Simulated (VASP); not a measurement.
# SrCl2 (Fm-3m) in VASP: settings compared

The runs below take SrCl2 through single point, with PBEsol, PBE, LDA.

All numbers are computed with VASP 6.6.1; they aren't measurements. Logs are shortened: lines on timing, memory, paths and dates and some standing lists are left out, and cuts for length are marked.

## Step 1: The cell of the first run

The structure is cubic, space group Fm-3m (No. 225). Conventional cell: a = 6.907 Å, b = 6.907 Å, c = 6.907 Å, α = 90.00°, β = 90.00°, γ = 90.00°. Sr (site symmetry m-3m) has 8 Cl at 2.99 Å within 3.9 Å. Cl (site symmetry -43m) has 4 Sr at 2.99 Å and 6 Cl at 3.45 Å within 3.9 Å.

## Step 2: Single point, PBEsol

INCAR reads:

```
  ALGO = Normal
  EDIFF = 1E-6
  ENCUT = 520
  GGA = PS
  ISIF = 2
  ISMEAR = -1
  LASPH = T
  LCHARG = T
  LELF = T
  LREAL = F
  LVHAR = T
  LWAVE = F
  NBANDS = 19
  NELM = 80
  PREC = Accurate
  SIGMA = 0.02
```

KPOINTS reads:

```
k-points
0
Gamma
  6 6 6
```

POSCAR reads:

```
SrCl2
1.0
    0.0000000000      3.4534609699      3.4534609699
    3.4534609699      0.0000000000      3.4534609699
    3.4534609699      3.4534609699      0.0000000000
Sr Cl
1 2
Direct
    0.0000000000      0.0000000000      0.0000000000
    0.7500000000      0.7500000000      0.7500000000
    0.2500000000      0.2500000000      0.2500000000
```

Potentials or basis: VASP PAW PBE potentials, release 64 (Sr_sv, Cl).

Command:

```console
$ cat potpaw_PBE.64/Sr_sv/POTCAR potpaw_PBE.64/Cl/POTCAR > POTCAR
$ mpirun -np 1 vasp_std > vasp.out
```

OUTCAR:

```text
EDIFF = 1E-6
   ENCUT = 520
   GGA = PS
   ISIF = 2
   ISMEAR = -1
   LASPH = T
   LREAL = F
   NELM = 80
   PREC = Accurate

 ion  position               nearest neighbor table
   1  0.000  0.000  0.000-   2 2.99   2 2.99   2 2.99   2 2.99   3 2.99   3 2.99   3 2.99   3 2.99

   2  0.750  0.750  0.750-   1 2.99   1 2.99   1 2.99   1 2.99
   3  0.250  0.250  0.250-   1 2.99   1 2.99   1 2.99   1 2.99

  LATTYP: Found a face centered cubic cell.
 ALAT       =     6.9069219398

  Lattice vectors:

 A1 = (   0.0000000000,   3.4534609699,   3.4534609699)
 A2 = (   3.4534609699,   0.0000000000,   3.4534609699)
 A3 = (   3.4534609699,   3.4534609699,   0.0000000000)

Analysis of symmetry for initial positions (statically):
=====================================================================
 Subroutine PRICEL returns:
 Original cell was already a primitive cell.

 Routine SETGRP: Setting up the symmetry group for a
 face centered cubic supercell.

 Subroutine GETGRP returns: Found 48 space group operations
 (whereof 48 operations were pure point group operations)
 out of a pool of 48 trial point group operations.

The static configuration has the point symmetry O_h .

Analysis of symmetry for dynamics (positions and initial velocities):
=====================================================================
 Subroutine PRICEL returns:
 Original cell was already a primitive cell.

 Routine SETGRP: Setting up the symmetry group for a
 face centered cubic supercell.

 Subroutine GETGRP returns: Found 48 space group operations
 (whereof 48 operations were pure point group operations)
 out of a pool of 48 trial point group operations.

The dynamic configuration has the point symmetry O_h .

 Subroutine INISYM returns: Found 48 space group operations
 (whereof 48 operations are pure point group operations),
 and found     1 'primitive' translations

----------------------------------------------------------------------------------------

                                     Primitive cell

  volume of cell :      82.3747

  direct lattice vectors                    reciprocal lattice vectors
     0.000000000  3.453460970  3.453460970    -0.144782294  0.144782294  0.144782294
[... 73 lines left out ...]
   ISPIN  =      1    spin polarized calculation?
   LNONCOLLINEAR =      F non collinear calculations
   LSORBIT =      F    spin-orbit coupling
   LASPH  =      T    aspherical Exc in radial PAW
   ENCUT  =  520.0 eV  38.22 Ry    6.18 a.u.   9.08  9.08  9.08*2*pi/ulx,y,z
   NELM   =     80;   NELMIN=  2; NELMDL= -5     # of ELM steps
   EDIFF  = 0.1E-05   stopping-criterion for ELM
   LREAL  =      F    real-space projection
   EDIFFG = 0.1E-04   stopping-criterion for IOM
   NSW    =      0    number of steps for IOM
   IBRION =     -1    ionic relax: 0-MD 1-quasi-New 2-CG
   NFREE  =      0    steps in history (QN), initial steepest desc. (CG)
   ISIF   =      2    stress and relaxation
   ISYM   =      2    0-nonsym 1-usesym 2-fastsym
   POTIM  = 0.5000    time-step for ionic-motion
   TEBEG  =    0.0;   TEEND  =   0.0 temperature during run
   PSTRESS=    0.0 pullay stress
   NELECT =      24.0000    total number of electrons
   NUPDOWN=      -1.0000    fix difference up-down
   EMIN   =  10.00;   EMAX   =-10.00  energy-range for DOS
   EFERMI =   0.00;   METHOD = LEGACY
   ISMEAR =    -1;   SIGMA  =   0.02  broadening in eV -4-tet -1-fermi 0-gaus
   EFERMI_NEDOS =   21; number of points for ismear=-14 and -15
   IALGO  =     38    algorithm
   IMIX   =      4    mixing-type and parameters
     AMIX     =   0.40;   BMIX     =  1.00
     AMIX_MAG =   1.60;   BMIX_MAG =  1.00
  volume/ion in A,a.u.               =      27.46       185.30
  Fermi-wavevector in a.u.,A,eV,Ry     =   1.085294  2.050908 16.025797  1.177863
  Thomas-Fermi vector in A             =   2.221404
   LORBIT       =      0    0 simple, 1 ext, 2 COOP (PROOUT), +10 PAW based schemes
   GGA     = PS    functional components
   LHFCALC =     F    Hartree Fock is set to
   AEXX    =    0.0000 exact exchange contribution
   IVDW    =     0    specifies the selected vdW correction
   LEPSILON=     F    determine dielectric tensor
   LRPA    =     F    only Hartree local field effects (RPA)
 non-spin polarized calculation
  energy-cutoff  :      520.00
  volume of cell :       82.37
 maximum number of plane-waves:      2252
   NGX = 19   NGY = 19   NGZ = 19

 number of electron      24.0000002 magnetization

 Free energy of the ion-electron system (eV)
  ---------------------------------------------------
  ext. energy  EPLUGINS =         0.00000000
  ---------------------------------------------------
  free energy    TOTEN  =       -13.34246594 eV

  energy without entropy =      -13.34246594  energy(sigma->0) =      -13.34246594

 E-fermi :   0.8112     XC(G=0):  -8.6259

 val. band max:        0.2849903876   @ k =   0.5000   0.5000   0.0000
 cond. band min:       5.5286823125   @ k =   0.0000   0.0000   0.0000
 fundamental gap:      5.2436919249
 Fermi energy:         0.8112289286

 k-point     1 :       0.0000    0.0000    0.0000
  band No.  band energies     occupation
      1     -32.4201      2.00000
      2     -14.4509      2.00000
      3     -14.4509      2.00000
      4     -14.4509      2.00000
      5     -13.1089      2.00000
      6     -12.1767      2.00000
[... 329 lines left out ...]
      6     -12.2779      2.00000
[... 11 lines left out ...]
     18       9.9021      0.00000
     19      10.3059      0.00000

------------------------ aborting loop because EDIFF is reached ----------------------------------------

  FORCE on cell =-STRESS in cart. coord.  units (eV):
  Direction    XX          YY          ZZ          XY          YZ          ZX
  --------------------------------------------------------------------------------------
  -------------------------------------------------------------------------------------
  Total        0.0794460      0.0794460      0.0794460     -0.0000000      0.0000000     -0.0000000
  in kB        1.5452147      1.5452147      1.5452147     -0.0000000      0.0000000     -0.0000000
  external PRESSURE =       1.5452147 kB  Pullay stress =       0.0000000 kB

 VOLUME and BASIS-vectors are now :
 -----------------------------------------------------------------------------
  energy-cutoff  :      520.00
  volume of cell :       82.37
      direct lattice vectors                 reciprocal lattice vectors
     0.000000000  3.453460970  3.453460970    -0.144782294  0.144782294  0.144782294
     3.453460970  0.000000000  3.453460970     0.144782294 -0.144782294  0.144782294
     3.453460970  3.453460970  0.000000000     0.144782294  0.144782294 -0.144782294

 POSITION                                       TOTAL-FORCE (eV/Angst)
 -----------------------------------------------------------------------------------
      0.00000      0.00000      0.00000        -0.000000     -0.000000     -0.000000
      5.18019      5.18019      5.18019         0.000000      0.000000      0.000000
      1.72673      1.72673      1.72673        -0.000000      0.000000     -0.000000
 -----------------------------------------------------------------------------------
    total drift:                                0.000000      0.000000      0.000000

  FREE ENERGIE OF THE ION-ELECTRON SYSTEM (eV)
  ---------------------------------------------------
  free  energy   TOTEN  =       -13.3424659358 eV

  energy  without entropy=      -13.3424659358  energy(sigma->0) =      -13.34246594
```

stdout:

```text
POSCAR found type information on POSCAR SrCl
 POSCAR found :  2 types and       3 ions
 scaLAPACK will be used
 -----------------------------------------------------------------------------
|                                                                             |
|                                                                             |
|     You enforced a specific xc type in the INCAR file but a different       |
|     I HOPE YOU KNOW WHAT YOU ARE DOING!                                     |
|                                                                             |
 -----------------------------------------------------------------------------

 LDA part: xc-table for (Slater+PW92), standard interpolation
 POSCAR, INCAR and KPOINTS ok, starting setup
 FFT: planning ... GRIDC
 FFT: planning ... GRID_SOFT
 FFT: planning ... GRID
 WAVECAR not read
 entering main loop
```

It took 23 s on 1 thread of Intel Xeon Platinum 8259CL at 2.50GHz (Skylake/Cascade Lake), shared host; peak memory 0.2 GiB.

Results:

```yaml
Free_energy: -13.3425 eV
Pressure: 0.2 GPa
Band_gap_on_the_k_mesh: 5.24 eV, indirect (least direct gap 5.34 eV)
```

Levels at points of the mesh, in eV from the valence-band top:
| k point | band 8 | band 9 | band 10 | band 11 | band 12 | band 13 | band 14 | band 15 | band 16 | band 17 |
| --- | --- | --- | --- | --- | --- | --- | --- | --- | --- | --- |
| (0.00, 0.00, 0.00) | -2.28 | -2.28 | -0.36 | -0.36 | -0.36 | 5.24 | 5.96 | 5.96 | 8.92 | 8.92 |
| (0.50, 0.00, 0.00) | -1.69 | -1.60 | -1.41 | -1.11 | -1.11 | 6.63 | 6.63 | 7.52 | 7.74 | 8.70 |
| (0.50, 0.50, 0.00) | -1.98 | -1.98 | -0.44 | -0.44 | 0.00 | 5.34 | 7.00 | 7.58 | 8.03 | 8.03 |

Caveat: the PAW data sets were made with another functional, which shifts forces and pressure a little.

## Step 3: Single point, PBE

This run uses another cell than the first one, of 28.53 Å³/atom, 1.039 times its volume.

INCAR reads:

```
PREC     = Accurate       # precision mode
ENCUT    = 520            # plane-wave cutoff, eV
EDIFF    = 1E-7           # SCF threshold, eV
ISMEAR   = -1             # smearing method
SIGMA    = 0.02           # smearing width, eV
LREAL    = F              # projectors in reciprocal space
LASPH    = T              # aspherical terms in the spheres
NELM     = 60             # most SCF steps
ALGO     = Normal         # electronic algorithm
ISIF     = 2              # what is computed and relaxed
LWAVE    = F              # write WAVECAR
LCHARG   = F              # write CHGCAR
GGA      = PE             # functional
NBANDS   = 19             # bands
```

KPOINTS reads:

```
regular mesh
0
Gamma
  6 6 6
```

POSCAR reads:

```
SrCl2
1.0
    0.0000000000      3.4976593225      3.4976593225
    3.4976593225      0.0000000000      3.4976593225
    3.4976593225      3.4976593225      0.0000000000
Sr Cl
1 2
Direct
    0.0000000000      0.0000000000      0.0000000000
    0.7500000000      0.7500000000      0.7500000000
    0.2500000000      0.2500000000      0.2500000000
```

Potentials or basis: VASP PAW PBE potentials, release 64 (Sr_sv, Cl).

Command:

```console
$ cat potpaw_PBE.64/Sr_sv/POTCAR potpaw_PBE.64/Cl/POTCAR > POTCAR
$ mpirun -np 1 vasp_std > vasp.out
```

It took 34 s on 1 thread of Intel Xeon Platinum 8259CL at 2.50GHz (Skylake/Cascade Lake), shared host; peak memory 0.24 GiB.

It converged, with:

- Free energy: -12.7865 eV
- Pressure: 0.8 GPa
- Band gap on the k mesh: 5.31 eV, indirect (least direct gap 5.51 eV)

Levels at points of the mesh, in eV from the valence-band top:
| k point | band 9 | band 10 | band 11 | band 12 | band 13 | band 14 | band 15 | band 16 |
| --- | --- | --- | --- | --- | --- | --- | --- | --- |
| (0.00, 0.00, 0.00) | -2.10 | -0.33 | -0.33 | -0.33 | 5.31 | 6.10 | 6.10 | 9.02 |
| (0.50, 0.00, 0.00) | -1.48 | -1.30 | -1.04 | -1.04 | 6.70 | 6.70 | 7.48 | 7.86 |
| (0.50, 0.50, 0.00) | -1.86 | -0.40 | -0.40 | 0.00 | 5.51 | 7.02 | 7.58 | 7.98 |

## Step 4: Single point, LDA

This run uses another cell than the first one, of 28.53 Å³/atom, 1.039 times its volume.

INCAR reads:

```
SYSTEM = SrCl2
ALGO = Normal
EDIFF = 1E-7
ENCUT = 520
GGA = CA
ISIF = 2
ISMEAR = 0
LASPH = .True.
LCHARG = .False.
LREAL = .False.
LWAVE = .False.
NBANDS = 19
NELM = 80
PREC = Accurate
SIGMA = 0.01
```

KPOINTS reads:

```
k-points
0
Gamma
  6 6 6
  0 0 0
```

POSCAR is that of step 3.

Potentials or basis: VASP PAW LDA potentials, release 64 (Sr_sv, Cl).

Command:

```console
$ cat potpaw_LDA.64/Sr_sv/POTCAR potpaw_LDA.64/Cl/POTCAR > POTCAR
$ mpirun -np 1 vasp_std > vasp.out
```

OUTCAR:

```text
SYSTEM = SrCl2
   EDIFF = 1E-7
   ENCUT = 520
   GGA = CA
   ISIF = 2
   ISMEAR = 0
   LASPH = .True.
   LREAL = .False.
   NELM = 80
   PREC = Accurate

 ion  position               nearest neighbor table
   1  0.000  0.000  0.000-   2 3.03   2 3.03   2 3.03   2 3.03   3 3.03   3 3.03   3 3.03   3 3.03

   2  0.750  0.750  0.750-   1 3.03   1 3.03   1 3.03   1 3.03
   3  0.250  0.250  0.250-   1 3.03   1 3.03   1 3.03   1 3.03

[... 537 lines left out ...]

  FORCE on cell =-STRESS in cart. coord.  units (eV):
  Direction    XX          YY          ZZ          XY          YZ          ZX
  --------------------------------------------------------------------------------------
  -------------------------------------------------------------------------------------
  Total       -1.5880671     -1.5880671     -1.5880671      0.0000000      0.0000000      0.0000000
  in kB      -29.7315075    -29.7315075    -29.7315075      0.0000000      0.0000000      0.0000000
  external PRESSURE =     -29.7315075 kB  Pullay stress =       0.0000000 kB

 VOLUME and BASIS-vectors are now :
 -----------------------------------------------------------------------------
  energy-cutoff  :      520.00
  volume of cell :       85.58
      direct lattice vectors                 reciprocal lattice vectors
     0.000000000  3.497659323  3.497659323    -0.142952745  0.142952745  0.142952745
     3.497659323  0.000000000  3.497659323     0.142952745 -0.142952745  0.142952745
     3.497659323  3.497659323  0.000000000     0.142952745  0.142952745 -0.142952745

 POSITION                                       TOTAL-FORCE (eV/Angst)
 -----------------------------------------------------------------------------------
      0.00000      0.00000      0.00000         0.000000     -0.000000      0.000000
      5.24649      5.24649      5.24649         0.000000      0.000000      0.000000
      1.74883      1.74883      1.74883        -0.000000     -0.000000     -0.000000
 -----------------------------------------------------------------------------------
    total drift:                               -0.000000     -0.000000      0.000000

  FREE ENERGIE OF THE ION-ELECTRON SYSTEM (eV)
  ---------------------------------------------------
  free  energy   TOTEN  =       -14.0137040176 eV

  energy  without entropy=      -14.0137040176  energy(sigma->0) =      -14.01370402
```

OSZICAR:

```text
N       E                     dE             d eps       ncg     rms          rms(c)
DAV:   1     0.138493499760E+03    0.13849E+03   -0.11526E+04   608   0.114E+03
DAV:   2    -0.537248269995E+01   -0.14387E+03   -0.13787E+03   798   0.223E+02
DAV:   3    -0.140899745723E+02   -0.87175E+01   -0.86929E+01   826   0.544E+01
DAV:   4    -0.143384042350E+02   -0.24843E+00   -0.24801E+00   965   0.783E+00
DAV:   5    -0.143414218133E+02   -0.30176E-02   -0.30173E-02   824   0.845E-01    0.135E+01
DAV:   6    -0.140465116820E+02    0.29491E+00   -0.55580E-01   686   0.405E+00    0.879E+00
DAV:   7    -0.140173122719E+02    0.29199E-01   -0.27804E-01   801   0.318E+00    0.173E+00
DAV:   8    -0.140130935798E+02    0.42187E-02   -0.49006E-02   694   0.115E+00    0.305E-01
DAV:   9    -0.140134538184E+02   -0.36024E-03   -0.13756E-03   711   0.226E-01    0.108E-01
DAV:  10    -0.140136651664E+02   -0.21135E-03   -0.13280E-04   759   0.669E-02    0.230E-02
DAV:  11    -0.140137006514E+02   -0.35485E-04   -0.21263E-05   728   0.284E-02    0.219E-02
DAV:  12    -0.140137033741E+02   -0.27228E-05   -0.48062E-06   803   0.107E-02    0.437E-03
DAV:  13    -0.140137040055E+02   -0.63138E-06   -0.54190E-07   706   0.386E-03    0.204E-03
DAV:  14    -0.140137040176E+02   -0.12075E-07   -0.40027E-08   647   0.122E-03
   1 F= -.14013704E+02 E0= -.14013704E+02  d E =-.565329E-59
```

It took 30 s on 1 thread of Intel Xeon Platinum 8259CL at 2.50GHz (Skylake/Cascade Lake), shared host; peak memory 0.19 GiB.

Results:

```yaml
Free_energy: -14.0137 eV
Pressure: -3.0 GPa
Band_gap_on_the_k_mesh: 4.86 eV, indirect (least direct gap 5.15 eV)
```

Levels at points of the mesh, in eV from the valence-band top:
```csv
k point,band 10,band 11,band 12,band 13,band 14,band 15
"(0.00, 0.00, 0.00)",-0.34,-0.34,-0.34,4.86,5.82,5.82
"(0.50, 0.00, 0.00)",-1.36,-1.07,-1.07,6.43,6.43,7.27
"(0.50, 0.50, 0.00)",-0.42,-0.42,0.00,5.15,6.79,7.33
```

## Step 5: The runs side by side

| level | potentials or basis | cell | smearing | gap on the mesh (eV) | pressure (GPa) |
| --- | --- | --- | --- | --- | --- |
| PBEsol | VASP PAW PBE potentials, release 64 (Sr_sv, Cl) | a = 4.884 Å, angles 60.0°, 3 atoms | fermi-dirac 0.02 eV | 5.24 | 0.2 |
| PBE | VASP PAW PBE potentials, release 64 (Sr_sv, Cl) | a = 4.946 Å, angles 60.0°, 3 atoms | fermi-dirac 0.02 eV | 5.31 | 0.8 |
| LDA | VASP PAW LDA potentials, release 64 (Sr_sv, Cl) | a = 4.946 Å, angles 60.0°, 3 atoms | gaussian 0.01 eV | 4.86 | -3.0 |

Alike in all rows: task single point; no spin polarisation; k mesh 6 × 6 × 6; cutoff (eV) 520.

Caveats: the PAW data sets were made with another functional, which shifts forces and pressure a little (some runs).

Total energies depend on the potentials used, so only differences within one code and one set of settings carry meaning.
